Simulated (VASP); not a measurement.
Sb: relaxation of cell and atoms with PBEsol

Crystal: Sb.

```
Sb
1.0
    -1.87134    1.87134    1.87134
     1.87134   -1.87134    1.87134
     1.87134    1.87134   -1.87134
Sb
1
Direct
  0.00000 0.00000 0.00000
```

* Program: VASP 6.6.1
* Task: relaxation of cell and atoms
* Functional: PBEsol
* Potentials or basis: VASP PAW PBE potentials, release 64 (Sb)
* Cutoff: 600 eV
* k mesh: 10 × 10 × 10
* Occupations: fermi-dirac, width 0.05 eV
* Spin: no spin polarisation
* Dipole correction: no
* Further INCAR settings: ALGO = Normal; EDIFF = 1e-07; IBRION = 2; EDIFFG = -0.01; NSW = 60; ISIF = 3

```
Pressure after relaxing : 0.0 GPa
```

Final structure:
```xyz
1
Lattice="-1.8713 1.8713 1.8713 1.8713 -1.8713 1.8713 1.8713 1.8713 -1.8713" Properties=species:S:1:pos:R:3 pbc="T T T"
Sb    0.0000    0.0000    0.0000
```

Levels at points of the mesh, in eV from the Fermi level:
| k point | band 1 | band 2 | band 3 | band 4 | band 5 | band 6 |
| --- | --- | --- | --- | --- | --- | --- |
| (0.00, 0.00, 0.00) | -13.05 | 5.71 | 5.71 | 5.71 | 10.72 | 10.72 |
| (0.50, 0.00, 0.00) | -8.85 | -5.75 | 1.77 | 3.83 | 6.52 | 6.99 |
| (0.50, 0.50, 0.50) | -5.46 | -2.04 | -2.04 | -2.04 | 2.91 | 2.91 |

Run time: 3.8 s on 1 thread of AMD EPYC 9R45 96-Core Processor (Zen 5), on a shared host, peak memory 0.13 GiB.

Caveat: the relaxation stopped at its first step, so nothing moved; the PAW data sets were made with another functional, which shifts forces and pressure a little; spin-orbit coupling is left out, which moves the levels of the heavy elements.
